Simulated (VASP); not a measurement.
Write the native input for VASP 6.6.1 that does the following.

| Item | Value |
| --- | --- |
| Task | single point |
| Functional | PBE |
| Potentials or basis | VASP PAW PBE potentials, release 64 (Cu, H) |
| Cutoff | 520 eV |
| k mesh | 5 × 5 × 1 |
| Occupations | gaussian, width 0.1 eV |
| Spin | no spin polarisation |
| Dipole correction | yes |
| Further INCAR settings | ALGO = Normal; EDIFF = 1e-07; NBANDS = 80 |

The structure of Cu6H lies in POSCAR:

```
Cu6H
1.0
    5.1332392722      0.0000000000      0.0000000000
    0.0000000000      5.1332392722      0.0000000000
    0.0000000000      0.0000000000     21.5289058579
Cu H
12 2
Direct
    0.2500000000      0.2500000000      0.1857967157
    0.2500000000      0.7500000000      0.1857967157
    0.7500000000      0.2500000000      0.1857967157
    0.7500000000      0.7500000000      0.1857967157
    0.0000000000      0.0000000000      0.2677566944
    0.0000000000      0.5000000000      0.2677566944
    0.5000000000      0.0000000000      0.2677566944
    0.5000000000      0.5000000000      0.2677566944
    0.2500000000      0.2500000000      0.3497114952
    0.2500000000      0.7500000000      0.3497114952
    0.7500000000      0.2500000000      0.3497114952
    0.7500000000      0.7500000000      0.3497114952
    0.1866871516      1.0000000000      0.4704793604
    0.3133128484      1.0000000000      0.4704793604
```

These files were run (other wordings do the same):

INCAR

```
SYSTEM = Cu6H
  PREC = Accurate
  ENCUT = 520
  EDIFF = 1E-7
  ISMEAR = 0
  SIGMA = 0.1
  LREAL = .FALSE.
  LASPH = .TRUE.
  NELM = 60
  ALGO = Normal
  ISIF = 2
  LWAVE = .FALSE.
  LCHARG = .TRUE.
  LDIPOL = .TRUE.
  IDIPOL = 3
  DIPOL = 0.5 0.5 0.297
  GGA = PE
  LELF = .TRUE.
  LVHAR = .TRUE.
  LVACPOTAV = .TRUE.
  NBANDS = 80
```

KPOINTS

```
regular mesh
0
G
  5 5 1
  0 0 0
```

Potentials or basis: VASP PAW PBE potentials, release 64 (Cu, H).

Run with:

```bash
$ cat potpaw_PBE.64/Cu/POTCAR potpaw_PBE.64/H/POTCAR > POTCAR
$ mpirun -np 1 vasp_std > vasp.out
```

It gave:

The largest force is 4.947 eV/Å and the band gap on the k mesh is zero (bands 67 and 68 overlap by 1.14 eV).

Wall time 19 min on 1 thread of Intel(R) Xeon(R) Platinum 8488C (Sapphire Rapids), with other jobs on the host, peak memory 0.72 GiB.
